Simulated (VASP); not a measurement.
# W (Im-3m) in VASP: further runs

The runs below take W through single point, relaxation of cell and atoms, with PBEsol.

All numbers are computed with VASP 6.6.1; they aren't measurements. Logs are shortened: lines on timing, memory, paths and dates and some standing lists are left out, and cuts for length are marked.

## Step 1: The cell of the first run

The structure is cubic, space group Im-3m (No. 229). Conventional cell: a = 3.154 Å, b = 3.154 Å, c = 3.154 Å, α = 90.00°, β = 90.00°, γ = 90.00°. W (site symmetry m-3m) has 14 W at 2.73 to 3.15 Å within 3.6 Å.

## Step 2: Single point, PBEsol

INCAR reads:

```
SYSTEM = W
  PREC = Accurate
  ENCUT = 520
  EDIFF = 1E-7
  ISMEAR = 0
  SIGMA = 0.1
  LREAL = .False.
  LASPH = .True.
  NELM = 80
  ALGO = Normal
  ISIF = 2
  LWAVE = .False.
  LCHARG = .True.
  GGA = PS
  LELF = .True.
  LVHAR = .True.
  NBANDS = 13
```

KPOINTS reads:

```
regular mesh
0
Gamma
  18 18 18
  0 0 0
```

POSCAR reads:

```
W
1.0
   -1.5771737555      1.5771737555      1.5771737555
    1.5771737555     -1.5771737555      1.5771737555
    1.5771737555      1.5771737555     -1.5771737555
W
1
Direct
    0.0000000000      0.0000000000      0.0000000000
```

Potentials or basis: VASP PAW PBE potentials, release 64 (W_sv).

Started as:

```
> cat potpaw_PBE.64/W_sv/POTCAR > POTCAR
> mpirun -np 1 vasp_std > vasp.out
```

OUTCAR:

```text
SYSTEM = W
   PREC = Accurate
   ENCUT = 520
   EDIFF = 1E-7
   ISMEAR = 0
   LREAL = .False.
   LASPH = .True.
   NELM = 80
   ISIF = 2
   GGA = PS

 ion  position               nearest neighbor table
   1  0.000  0.000  0.000-

  LATTYP: Found a body centered cubic cell.
 ALAT       =     3.1543475110

  Lattice vectors:

 A1 = (  -1.5771737555,   1.5771737555,   1.5771737555)
 A2 = (   1.5771737555,  -1.5771737555,   1.5771737555)
 A3 = (   1.5771737555,   1.5771737555,  -1.5771737555)

Analysis of symmetry for initial positions (statically):
=====================================================================
 Subroutine PRICEL returns:
 Original cell was already a primitive cell.

 Routine SETGRP: Setting up the symmetry group for a
 body centered cubic supercell.

 Subroutine GETGRP returns: Found 48 space group operations
 (whereof 48 operations were pure point group operations)
 out of a pool of 48 trial point group operations.

The static configuration has the point symmetry O_h .

Analysis of symmetry for dynamics (positions and initial velocities):
=====================================================================
 Subroutine PRICEL returns:
 Original cell was already a primitive cell.

 Routine SETGRP: Setting up the symmetry group for a
 body centered cubic supercell.

 Subroutine GETGRP returns: Found 48 space group operations
 (whereof 48 operations were pure point group operations)
 out of a pool of 48 trial point group operations.

The dynamic configuration has the point symmetry O_h .

 Subroutine INISYM returns: Found 48 space group operations
 (whereof 48 operations are pure point group operations),
 and found     1 'primitive' translations

----------------------------------------------------------------------------------------

                                     Primitive cell

  volume of cell :      15.6927

  direct lattice vectors                    reciprocal lattice vectors
    -1.577173756  1.577173756  1.577173756     0.000000000  0.317022775  0.317022775
     1.577173756 -1.577173756  1.577173756     0.317022775  0.000000000  0.317022775
     1.577173756  1.577173756 -1.577173756     0.317022775  0.317022775  0.000000000

  length of vectors
     2.731745077  2.731745077  2.731745077     0.448337907  0.448337907  0.448337907

  position of ions in fractional coordinates (direct lattice)
     0.000000000  0.000000000  0.000000000

  ion indices of the primitive-cell ions
   primitive index   ion index
                 1           1

----------------------------------------------------------------------------------------

 KPOINTS: regular mesh

Automatic generation of k-mesh.
 Grid dimensions read from file:
 generate k-points for:   18   18   18

 Generating k-lattice:

  Cartesian coordinates                     Fractional coordinates (reciprocal lattice)
     0.000000000  0.017612376  0.017612376     0.055555556  0.000000000  0.000000000
     0.017612376  0.000000000  0.017612376     0.000000000  0.055555556  0.000000000
     0.017612376  0.017612376  0.000000000     0.000000000  0.000000000  0.055555556

  Length of vectors
     0.024907662  0.024907662  0.024907662

  Shift w.r.t. Gamma in fractional coordinates (k-lattice)
     0.000000000  0.000000000  0.000000000

 Subroutine IBZKPT returns following result:
 ===========================================

 Found    195 irreducible k-points:

 Following reciprocal coordinates:
            Coordinates               Weight
  0.000000  0.000000  0.000000      1.000000
  0.055556  0.000000  0.000000     12.000000
  0.111111  0.000000  0.000000     12.000000
  0.166667  0.000000  0.000000     12.000000
  0.222222  0.000000  0.000000     12.000000
  0.277778  0.000000  0.000000     12.000000
[... 16 lines left out ...]
  0.333333  0.111111  0.000000     48.000000
  0.388889  0.111111  0.000000     48.000000
 [... further k-points ...]
   k-points           NKPTS =    195   k-points in BZ     NKDIM =    195   number of bands    NBANDS=     13
   number of dos      NEDOS =    301   number of ions     NIONS =      1
   total plane-waves  NPLWV =   8000
   dimension x,y,z NGX =    20 NGY =   20 NGZ =   20
   dimension x,y,z NGXF=    40 NGYF=   40 NGZF=   40
   ions per type =               1
   NGX,Y,Z   is equivalent  to a cutoff of  12.17, 12.17, 12.17 a.u.
   NGXF,Y,Z  is equivalent  to a cutoff of  24.34, 24.34, 24.34 a.u.
 SYSTEM =  W
   PREC   = accura    normal or accurate (medium, high low for compatibility)
   ISTART =      0    job   : 0-new  1-cont  2-samecut
   ICHARG =      2    charge: 1-file 2-atom 10-const
   ISPIN  =      1    spin polarized calculation?
   LNONCOLLINEAR =      F non collinear calculations
   LSORBIT =      F    spin-orbit coupling
   LASPH  =      T    aspherical Exc in radial PAW
   ENCUT  =  520.0 eV  38.22 Ry    6.18 a.u.   5.08  5.08  5.08*2*pi/ulx,y,z
   NELM   =     80;   NELMIN=  2; NELMDL= -5     # of ELM steps
   EDIFF  = 0.1E-06   stopping-criterion for ELM
   LREAL  =      F    real-space projection
   EDIFFG = 0.1E-05   stopping-criterion for IOM
   NSW    =      0    number of steps for IOM
   IBRION =     -1    ionic relax: 0-MD 1-quasi-New 2-CG
   NFREE  =      0    steps in history (QN), initial steepest desc. (CG)
   ISIF   =      2    stress and relaxation
   ISYM   =      2    0-nonsym 1-usesym 2-fastsym
   POTIM  = 0.5000    time-step for ionic-motion
   TEBEG  =    0.0;   TEEND  =   0.0 temperature during run
   PSTRESS=    0.0 pullay stress
   NELECT =      14.0000    total number of electrons
   NUPDOWN=      -1.0000    fix difference up-down
   EMIN   =  10.00;   EMAX   =-10.00  energy-range for DOS
   EFERMI =   0.00;   METHOD = LEGACY
   ISMEAR =     0;   SIGMA  =   0.10  broadening in eV -4-tet -1-fermi 0-gaus
   EFERMI_NEDOS =   21; number of points for ismear=-14 and -15
   IALGO  =     38    algorithm
   IMIX   =      4    mixing-type and parameters
     AMIX     =   0.40;   BMIX     =  1.00
     AMIX_MAG =   1.60;   BMIX_MAG =  1.00
  volume/ion in A,a.u.               =      15.69       105.90
  Fermi-wavevector in a.u.,A,eV,Ry     =   1.575982  2.978174 33.793060  2.483720
  Thomas-Fermi vector in A             =   2.676884
   LORBIT       =      0    0 simple, 1 ext, 2 COOP (PROOUT), +10 PAW based schemes
   GGA     = PS    functional components
   LHFCALC =     F    Hartree Fock is set to
   AEXX    =    0.0000 exact exchange contribution
   IVDW    =     0    specifies the selected vdW correction
   LEPSILON=     F    determine dielectric tensor
   LRPA    =     F    only Hartree local field effects (RPA)
 non-spin polarized calculation
 Gauss-broadening in eV      SIGMA  =   0.10
  energy-cutoff  :      520.00
  volume of cell :       15.69
 maximum number of plane-waves:       434
   NGX = 11   NGY = 11   NGZ = 11

 number of electron      14.0000005 magnetization

 Free energy of the ion-electron system (eV)
  ---------------------------------------------------
  ext. energy  EPLUGINS =         0.00000000
  ---------------------------------------------------
  free energy    TOTEN  =       -13.80151827 eV

  energy without entropy =      -13.79808503  energy(sigma->0) =      -13.79980165

 E-fermi :  11.4129     XC(G=0): -13.8180

 val. band max:       11.4044050554   @ k =  -0.1667   0.1667   0.0556
 cond. band min:      11.4137986652   @ k =  -0.2778   0.3333   0.2222
 fundamental gap:      0.0093936098
 Fermi energy:        11.4129166731

 k-point     1 :       0.0000    0.0000    0.0000
  band No.  band energies     occupation
      1     -62.7099      2.00000
      2     -26.2526      2.00000
      3     -26.2526      2.00000
      4     -26.2526      2.00000
      5       1.7118      2.00000
      6      10.1702      2.00000
      7      10.1702      2.00000
      8      10.1702      2.00000
      9      13.6815      0.00000
     10      13.6815      0.00000
     11      25.9853      0.00000
     12      25.9853      0.00000
     13      25.9853      0.00000

 k-point     2 :       0.0556    0.0000    0.0000
  band No.  band energies     occupation
      1     -62.7056      2.00000
      2     -26.2965      2.00000
      3     -26.2663      2.00000
      4     -26.2529      2.00000
      5       1.8640      2.00000
      6      10.0770      2.00000
      7      10.1497      2.00000
      8      10.3169      2.00000
      9      13.5302      0.00000
     10      13.6821      0.00000
     11      26.1169      0.00000
     12      26.2435      0.00000
     13      26.3650      0.00000

 k-point     3 :       0.1111    0.0000    0.0000
  band No.  band energies     occupation
      1     -62.6935      2.00000
      2     -26.4213      2.00000
      3     -26.3052      2.00000
      4     -26.2535      2.00000
      5       2.3032      2.00000
      6       9.8196      2.00000
      7      10.0600      2.00000
      8      10.7523      2.00000
      9      13.2078      0.00000
     10      13.6918      0.00000
     11      26.4489      0.00000
     12      26.9943      0.00000
     13      27.3367      0.00000
[... 305 lines left out ...]
 k-point    23 :       0.3333    0.1111    0.0000
  band No.  band energies     occupation
      1     -62.5804      2.00000
      2     -27.4164      2.00000
      3     -26.6781      2.00000
      4     -26.3182      2.00000
      5       5.5249      2.00000
      6       8.0989      2.00000
      7      10.1068      2.00000
      8      13.3781      0.00000
      9      14.5758      0.00000
     10      16.8918      0.00000
     11      23.5601      0.00000
     12      24.8772      0.00000
     13      29.4233      0.00000

 k-point    24 :       0.3889    0.1111    0.0000
  band No.  band energies     occupation
      1     -62.5688      2.00000
      2     -27.5079      2.00000
      3     -26.7233      2.00000
      4     -26.3198      2.00000
      5       5.5135      2.00000
      6       7.9557      2.00000
      7      10.8526      2.00000
      8      13.4624      0.00000
      9      14.8140      0.00000
     10      17.9568      0.00000
     11      22.4754      0.00000
     12      24.0564      0.00000
     13      28.3955      0.00000

 [... further k-points ...]
[... 5 lines left out ...]
  --------------------------------------------------------------------------------------
  -------------------------------------------------------------------------------------
  Total        0.0631442      0.0631442      0.0631442      0.0000000      0.0000000     -0.0000000
  in kB        6.4468234      6.4468234      6.4468234      0.0000000      0.0000000     -0.0000000
  external PRESSURE =       6.4468234 kB  Pullay stress =       0.0000000 kB

 VOLUME and BASIS-vectors are now :
 -----------------------------------------------------------------------------
  energy-cutoff  :      520.00
  volume of cell :       15.69
      direct lattice vectors                 reciprocal lattice vectors
    -1.577173756  1.577173756  1.577173756     0.000000000  0.317022775  0.317022775
     1.577173756 -1.577173756  1.577173756     0.317022775  0.000000000  0.317022775
     1.577173756  1.577173756 -1.577173756     0.317022775  0.317022775  0.000000000

 POSITION                                       TOTAL-FORCE (eV/Angst)
 -----------------------------------------------------------------------------------
      0.00000      0.00000      0.00000         0.000000      0.000000      0.000000
 -----------------------------------------------------------------------------------
    total drift:                                0.000000     -0.000000      0.000000

  FREE ENERGIE OF THE ION-ELECTRON SYSTEM (eV)
  ---------------------------------------------------
  free  energy   TOTEN  =       -13.8015182731 eV

  energy  without entropy=      -13.7980850310  energy(sigma->0) =      -13.79980165
```

It took 30 s on 1 thread of Intel Xeon Platinum 8375C at 2.90GHz (Ice Lake), shared host; peak memory 0.15 GiB.

What came out:

```yaml
Free_energy: -13.8015 eV
Pressure: 0.6 GPa
Band_gap_on_the_k_mesh: zero (band 7 reaches 16.67 eV, above the bottom of band 8 at 10.17 eV)
```

Caveat: the PAW data sets were made with another functional, which shifts forces and pressure a little; spin-orbit coupling is left out, which moves the levels of the heavy elements.

## Step 3: Relaxation of cell and atoms, PBEsol

This run uses another cell than the first one, of 15.85 Å³/atom, 1.010 times its volume.

INCAR reads:

```
SYSTEM = W
ALGO = Normal
EDIFF = 1E-6
EDIFFG = -0.005
ENCUT = 600
GGA = PS
IBRION = 2
ISIF = 3
ISMEAR = 0
LASPH = .TRUE.
LCHARG = .FALSE.
LREAL = .FALSE.
LWAVE = .FALSE.
NELM = 60
NSW = 100
PREC = Accurate
SIGMA = 0.1
```

KPOINTS reads:

```
k-points
0
G
  18 18 18
  0 0 0
```

POSCAR reads:

```
W
1.0
   -1.5823450000      1.5823450000      1.5823450000
    1.5823450000     -1.5823450000      1.5823450000
    1.5823450000      1.5823450000     -1.5823450000
W
1
Direct
    0.0000000000      0.0000000000      0.0000000000
```

Potentials or basis: VASP PAW PBE potentials, release 64 (W_sv).

Started as:

```
> cat potpaw_PBE.64/W_sv/POTCAR > POTCAR
> mpirun -np 1 vasp_std > vasp.out
```

Wall time 60 s (1 thread of Intel Xeon Platinum 8375C at 2.90GHz (Ice Lake), shared host); peak memory 0.18 GiB.

It converged, with:

```
Free energy                            : -13.8018 eV
Relaxed volume                         : 15.73 Å³/atom
Relaxed cell                           : a = 2.734 Å, b = 2.734 Å, c = 2.734 Å, α = 109.47°, β = 109.47°, γ = 109.47°
Space group after relaxing (to 0.05 Å) : Im-3m (No. 229)
Energy gained by relaxing              : 0.9 meV/atom
Ionic steps                            : 3
Pressure after relaxing                : 0.0 GPa
Band gap on the k mesh                 : zero (band 7 reaches 16.63 eV, above the bottom of band 8 at 10.14 eV)
```

The path:
| step | energy change (eV) | largest force (eV/Å) | pressure (GPa) | volume (Å³) |
| --- | --- | --- | --- | --- |
| 1 | 0.0000 | 0.0000 | -2.49 | 15.85 |
| 2 | 0.0121 | 0.0000 | 9.83 | 15.29 |
| 3 | -0.0009 | 0.0000 | -0.01 | 15.73 |

Final structure:
```
CELL_PARAMETERS angstrom
-1.57834 1.57834 1.57834
1.57834 -1.57834 1.57834
1.57834 1.57834 -1.57834
ATOMIC_POSITIONS crystal
W 0.00000 0.00000 0.00000
```

Levels at points of the mesh, in eV from the Fermi level:
| k point | band 4 | band 5 | band 6 | band 7 | band 8 | band 9 | band 10 | band 11 |
| --- | --- | --- | --- | --- | --- | --- | --- | --- |
| (0.00, 0.00, 0.00) | -37.67 | -9.69 | -1.24 | -1.24 | -1.24 | 2.26 | 2.26 | 14.57 |
| (0.50, 0.00, 0.00) | -37.68 | -6.33 | -3.60 | 0.73 | 2.17 | 3.15 | 6.25 | 11.53 |
| (0.50, 0.50, 0.50) | -38.60 | -5.91 | -5.91 | 5.24 | 5.24 | 5.24 | 8.33 | 8.33 |

Caveat: the PAW data sets were made with another functional, which shifts forces and pressure a little; spin-orbit coupling is left out, which moves the levels of the heavy elements.
